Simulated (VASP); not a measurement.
Runs of VASP 6.6.1 on AlNi. The structure is that of space group C2/m (No. 12), or close to it. The cells are those of the table. 

| level | potentials or basis | cell | smearing | gap on the mesh (eV) | pressure (GPa) | moment (μB) |
| --- | --- | --- | --- | --- | --- | --- |
| PBE | VASP PAW PBE potentials, release 64 (Ni, Al) | a = 2.635, b = 2.635, c = 4.027 Å, angles 106.4, 106.4, 62.4°, 2 atoms | fermi-dirac 0.05 eV | none | 12.9 | 0.00 |
| PBEsol | VASP PAW PBE potentials, release 64 (Ni, Al) | a = 2.743, b = 2.743, c = 4.192 Å, angles 106.4, 106.4, 62.4°, 2 atoms | fermi-dirac 0.05 eV | none | (a) | 0.00 |
| r2SCAN | VASP PAW PBE potentials, release 64 (Ni, Al) | a = 2.635, b = 2.635, c = 4.027 Å, angles 106.4, 106.4, 62.4°, 2 atoms | fermi-dirac 0.05 eV | none | 7.4 | 0.00 |
| LDA | VASP PAW LDA potentials, release 64 (Ni, Al) | a = 2.743, b = 2.743, c = 4.192 Å, angles 106.4, 106.4, 62.4°, 2 atoms | fermi-dirac 0.05 eV | none | -14.1 | 0.00 |
| PBEsol | VASP PAW PBE potentials, release 64 (Ni, Al) | a = 2.690, b = 2.690, c = 4.111 Å, angles 106.4, 106.4, 62.4°, 2 atoms | gaussian 0.1 eV | none | -2.7 | 0.00 |
| PBE | VASP PAW PBE potentials, release 64 (Ni, Al) | a = 2.743, b = 2.743, c = 4.192 Å, angles 106.4, 106.4, 62.4°, 2 atoms | fermi-dirac 0.05 eV | none | (b) | 0.00 |

Alike in all rows: task single point; spin collinear, ferromagnetic start; k mesh 11 × 11 × 7; cutoff (eV) 520.

Task: Estimate the missing entries.

Result: (a) -10.3; (b) -5.3.

Caveats: the moments typed at the start vanished in this run; the cell stands under tension (at least some runs); the PAW data sets were made with another functional, which shifts forces and pressure a little (at least some runs); the cell stands under pressure (at least some runs).

A gap of «none» marks levels without a gap at the run's occupations.
